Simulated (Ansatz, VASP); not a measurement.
**FeS2: VASP beside Ansatz**

```
Fe S
1.0
     4.36741    0.00000    0.00000
     0.00000    5.33314    0.00000
     0.00000    0.00000    3.44475
Fe S
2 4
Direct
  0.50000 0.50000 0.50000
  0.00000 0.00000 0.00000
  0.29018 0.87456 0.50000
  0.70982 0.12544 0.50000
  0.20982 0.37456 0.00000
  0.79018 0.62544 0.00000
```

Alike in both runs: task single point; functional PBEsol; k mesh 6 × 6 × 8; occupations gaussian, width 0.02 eV; no spin polarisation.

|  | VASP | Ansatz |
| --- | --- | --- |
| version | VASP 6.6.1 | Ansatz 0.2.0 |
| potentials or method | VASP PAW PBE potentials, release 64 (Fe, S), cutoff 600 eV | scalar-relativistic, plane waves, PAW |
| valence electrons in the cell | 40 | 56 |

|  | VASP | Ansatz | Ansatz less VASP |
| --- | --- | --- | --- |
| gap on the k mesh at the Fermi level (eV) | 0.91 | 0.93 | +0.021 |
| least direct gap on the mesh (eV) | 1.25 | 1.26 | +0.013 |
| pressure (GPa) | -4.3 | -4.8 | -0.50 |
| traceless stress, the component that is largest in VASP (GPa) | -4.68 | -4.75 | -0.071 |
| rms of the force components (eV/Å) | 0.023 | 0.001 | -0.0223 |

VASP's potentials were made for PBE, not for PBEsol. Atom by atom the forces differ by 0.023 eV/Å (rms over components). VASP's potentials hold 40 valence electrons a cell and Ansatz's 56, so a difference there can come from the potentials and not from the codes.
